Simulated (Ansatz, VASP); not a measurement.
ScGa5S: VASP beside Ansatz

```xyz
7
Lattice="4.9839 0.0000 0.0000 -2.4920 4.3162 0.0000 0.0000 0.0000 8.1179" Properties=species:S:1:pos:R:3 pbc="T T T"
Sc    2.4920    1.4387    0.0000
Ga    3.7367    0.7201    4.0590
Ga    2.4920    2.8761    4.0590
Ga    1.2472    0.7201    4.0590
Ga    0.0000    2.8775    5.6121
Ga    0.0000    2.8775    2.5058
S     0.0000    2.8775    0.0000
```

Alike in both runs: functional PBE; k mesh 4 × 4 × 2; occupations gaussian, width 0.2 eV; no spin polarisation.

Ansatz relaxed the structure, and its values are those at the end. VASP's run is a single point on that final structure, the one shown.

|  | VASP | Ansatz |
| --- | --- | --- |
| version | VASP 6.6.1 | Ansatz 0.2.0 |
| potentials or method | VASP PAW PBE potentials, release 64 (Sc_sv, Ga_d, S), cutoff 520 eV | scalar-relativistic, plane waves, PAW |
| valence electrons in the cell | 82 | 82 |

```csv
,VASP,Ansatz,Ansatz less VASP
gap on the k mesh at the Fermi level (eV),none,none,-
pressure (GPa),-0.1,-0.2,-0.08
rms of the force components (eV/Å),0.008,0.007,-0.0003
```

A gap of «none» marks a metal or a gap that the smearing closes. The functional is the same, so the differences come from potentials, cutoffs and numerics.

The k mesh is coarse, so the values compare programs but aren't converged.
